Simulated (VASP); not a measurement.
TiO: single point with PBEsol

Crystal: TiO.

```xyz
6
Lattice="4.9502 0.0000 0.0000 -2.4751 4.2870 0.0000 0.0000 0.0000 2.8451" Properties=species:S:1:pos:R:3 pbc="T T T"
Ti    2.4751    1.4290    1.4226
Ti    0.0000    2.8580    1.4226
Ti    0.0000    0.0000    0.0000
O     1.4969    2.5928    0.0000
O     1.9563    0.0000    0.0000
O    -0.9782    1.6942    0.0000
```

```json
{"Program": "VASP 6.6.1", "Task": "single point", "Functional": "PBEsol", "Potentials or basis": "VASP PAW PBE potentials, release 64 (Ti_sv, O)", "Cutoff": "520 eV", "k mesh": "3 × 3 × 4", "Occupations": "gaussian, width 0.1 eV", "Spin": "no spin polarisation"}
```

| Item | Value |
| --- | --- |
| Pressure | 0.8 GPa |
| Largest force | 0.012 eV/Å |
| Band gap on the k mesh | zero (band 27 reaches 11.54 eV, above the bottom of band 28 at 10.05 eV) |

Forces in eV/Å, atoms in the order of the input:
```
Ti   0.000  0.000  0.000
Ti   0.000  0.000  0.000
Ti   0.000  0.000  0.000
O   -0.006 -0.011  0.000
O    0.012  0.000  0.000
O   -0.006  0.011  0.000
```

Stress tensor (GPa, compression positive):
```
0.81 0.00 0.00
0.00 0.81 0.00
0.00 0.00 0.73
```

Levels at points of the mesh, in eV from the Fermi level:
| k point | band 24 | band 25 | band 26 | band 27 | band 28 | band 29 | band 30 | band 31 |
| --- | --- | --- | --- | --- | --- | --- | --- | --- |
| (0.00, 0.00, 0.00) | -5.60 | -3.50 | -0.88 | -0.87 | -0.87 | 0.28 | 0.28 | 0.81 |
| (0.00, 0.00, 0.50) | -5.81 | -2.05 | -2.05 | 0.62 | 1.05 | 1.05 | 1.19 | 1.19 |

Wall time 20 s on 1 thread of Intel(R) Xeon(R) Platinum 8488C (Sapphire Rapids), with other jobs on the host, peak memory 0.18 GiB.

Caveat: the k points lie up to 0.55 Å⁻¹ apart; the PAW data sets were made with another functional, which shifts forces and pressure a little; semilocal functionals often make such compounds metallic where correlation or magnetic order opens a gap, which also shifts bond lengths.
